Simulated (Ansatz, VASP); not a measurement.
Two plane-wave programs on PbSe

The input POSCAR:

```
PbSe
1.0
    0.0000000000      3.1153156904      3.1153156904
    3.1153156904      0.0000000000      3.1153156904
    3.1153156904      3.1153156904      0.0000000000
Pb Se
1 1
Direct
    0.0000000000      0.0000000000      0.0000000000
    0.5000000000      0.5000000000      0.5000000000
```

Contents of INCAR.step1:

```
SYSTEM = PbSe
ALGO = Normal ; EDIFF = 1E-5
ENCUT = 520 ; GGA = PE
ISIF = 2 ; ISMEAR = -1
LASPH = .True. ; LCHARG = .False.
LREAL = .False. ; LWAVE = .True.
NBANDS = 17 ; NELM = 80
PREC = Accurate ; SIGMA = 0.05
```

INCAR.step2

```
SYSTEM = PbSe
ALGO = Normal ; EDIFF = 1E-6
ENCUT = 520 ; GGA = PE
HFSCREEN = 0.2079 ; ISIF = 2
ISMEAR = -1 ; ISTART = 1
LASPH = .True. ; LCHARG = .False.
LHFCALC = .True. ; LREAL = .False.
LWAVE = .False. ; NBANDS = 17
NELM = 80 ; PREC = Accurate
PRECFOCK = Normal ; SIGMA = 0.05
```

Contents of KPOINTS:

```
k-points
0
Gamma
  4 4 4
  0 0 0
```

Input for Ansatz:

```yaml
crystal:
  lattice:
    - [0.0, 3.115315690398, 3.115315690398]
    - [3.115315690398, 0.0, 3.115315690398]
    - [3.115315690398, 3.115315690398, 0.0]
  atoms:
    - { symbol: Pb, position: [0.0, 0.0, 0.0] }
    - { symbol: Se, position: [0.5, 0.5, 0.5] }
kpoints:
  mp_grid: { grid: [4, 4, 4] }
hamiltonian:
  xc: hse06
  pseudopotentials: { kind: paw }
scf:
  occupations: { method: fermi_dirac, width: 0.05 }
  convergence: { dr2_threshold: "1e-10 eV" }
  exx: { energy_threshold: "2e-8 eV" }
output:
  forces: true
  stress: true
  eigenvalues: true
```

Alike in both runs: task single point; functional HSE06; k mesh 4 × 4 × 4; occupations fermi-dirac, width 0.05 eV; no spin polarisation.

|  | VASP | Ansatz |
| --- | --- | --- |
| version | VASP 6.6.1 | Ansatz 0.2.0 development build |
| potentials or method | VASP PAW PBE potentials, release 64 (Pb_d, Se) | plane waves, PAW datasets (generated soft set 1) |
| plane-wave cutoff (eV) | 520 | 420 |
| valence electrons in the cell | 20 | 30 |

VASP gave:

- gap on the k mesh at the Fermi level (eV): 0.90

Problem. Estimate Ansatz's values.

Solution. gap on the k mesh at the Fermi level (eV): 0.89.

VASP's potentials hold 20 valence electrons a cell and Ansatz's 30, so a difference there can come from the potentials and not from the codes.

The k mesh is coarse, so the values compare programs but aren't converged. Spin-orbit coupling is off throughout.
